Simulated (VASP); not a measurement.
A run of VASP 6.6.1:

The input INCAR:

```
  PREC = Accurate
  ENCUT = 600
  EDIFF = 1E-7
  ISMEAR = 0
  SIGMA = 0.1
  LREAL = F
  LASPH = T
  NELM = 60
  ALGO = Normal
  ISIF = 3
  LWAVE = F
  LCHARG = F
  GGA = PE
  IBRION = 2
  NSW = 90
  EDIFFG = -0.04
```

The input KPOINTS:

```
regular mesh
0
Gamma
  6 6 4
```

Contents of POSCAR:

```
Sc4Ta
1.0
    4.0536734400      0.0000000000      0.0000000000
   -2.0268367200      3.5105841800      0.0000000000
    0.0000000000      0.0000000000      6.6135393200
Sc Ta
4 1
Direct
    0.3333333300      0.6666666700      0.7272647000
    0.3333333300      0.6666666700      0.2727353000
    0.6666666700      0.3333333300      0.2727353000
    0.6666666700      0.3333333300      0.7272647000
    0.0000000000      0.0000000000      0.0000000000
```

Potentials or basis: VASP PAW PBE potentials, release 64 (Sc_sv, Ta_pv).

Command:

```console
$ cat potpaw_PBE.64/Sc_sv/POTCAR potpaw_PBE.64/Ta_pv/POTCAR > POTCAR
$ mpirun -np 1 vasp_std > vasp.out
```

Hardware: 1 thread of Intel(R) Xeon(R) 6975P-C (Granite Rapids), on a shared host.

How long does it take, and how much memory?

Wall time 6 min on 1 thread of Intel(R) Xeon(R) 6975P-C (Granite Rapids) (shared host), peak memory 0.28 GiB. Counts: scf iterations 134, k points 21, ion steps 12.
